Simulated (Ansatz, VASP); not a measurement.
## One calculation of Au, two programs

```
CELL_PARAMETERS angstrom
2.85374 0.00000 0.00000
-1.42687 2.47141 0.00000
0.00000 0.00000 9.55655
ATOMIC_POSITIONS crystal
Au 0.00000 0.00000 0.00000
Au 0.00000 0.00000 0.50000
Au 0.33333 0.66667 0.25000
Au 0.66667 0.33333 0.75000
```

Alike in both runs: task single point; functional r2SCAN; k mesh 14 × 14 × 4; occupations fermi-dirac, width 0.1 eV; no spin polarisation.

```csv
,VASP,Ansatz
version,VASP 6.6.1,Ansatz 0.2.0
potentials or method,"VASP PAW PBE potentials, release 64 (Au), cutoff 520 eV","plane waves (500 eV) with PAW, scalar-relativistic"
valence electrons in the cell,44,76
```

Ansatz gave:

```
pressure (GPa)                                                : 7.1
traceless stress, the component that is largest in VASP (GPa) : -0.84
```

**Question.** What did VASP give for the same quantities?

**Answer.** Pressure (GPa): 7.5; traceless stress, the component that is largest in VASP (GPa): -0.87.

VASP's potentials were made for PBE, not for r2SCAN. VASP's potentials hold 44 valence electrons a cell and Ansatz's 76, so a difference there can come from the potentials and not from the codes.

Neither program's run includes spin-orbit coupling.
